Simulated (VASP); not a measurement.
Here is a VASP 6.6.1 calculation.

INCAR

```
SYSTEM = Li4SbPt
ALGO = Normal ; EDIFF = 1E-7
ENCUT = 520 ; GGA = PE
ISIF = 2 ; ISMEAR = 0
LASPH = .TRUE. ; LCHARG = .FALSE.
LREAL = .FALSE. ; LWAVE = .FALSE.
NBANDS = 22 ; NELM = 100
PREC = Accurate ; SIGMA = 0.1
```

Contents of KPOINTS:

```
k-points
0
G
  6 6 2
  0 0 0
```

Contents of POSCAR:

```
Li4SbPt
1.0
    3.4103307002      0.0000000000      0.0000000000
    0.0000000000      3.4103307002      0.0000000000
    0.0000000000      0.0000000000      8.5104159055
Li Sb Pt
4 1 1
Direct
    0.0000000000      0.0000000000      0.1875959343
    0.0000000000      0.0000000000      0.8124040657
    0.5000000000      0.5000000000      0.6395776466
    0.5000000000      0.5000000000      0.3604223534
    0.5000000000      0.5000000000      0.0000000000
    0.0000000000      0.0000000000      0.5000000000
```

Potentials or basis: VASP PAW PBE potentials, release 64 (Li_sv, Sb, Pt).

Launch:

```bash
$ cat potpaw_PBE.64/Li_sv/POTCAR potpaw_PBE.64/Sb/POTCAR potpaw_PBE.64/Pt/POTCAR > POTCAR
$ mpirun -np 1 vasp_std > vasp.out
```

**Question.** What does it give for the largest force?

**Answer.** 0.012 eV/Å.

Forces on the atoms (eV/Å):
```
Li   0.000  0.000  0.012
Li   0.000  0.000 -0.012
Li   0.000  0.000 -0.004
Li   0.000  0.000  0.004
Sb   0.000  0.000  0.000
Pt   0.000  0.000  0.000
```

Caveat: the k points lie up to 0.37 Å⁻¹ apart.
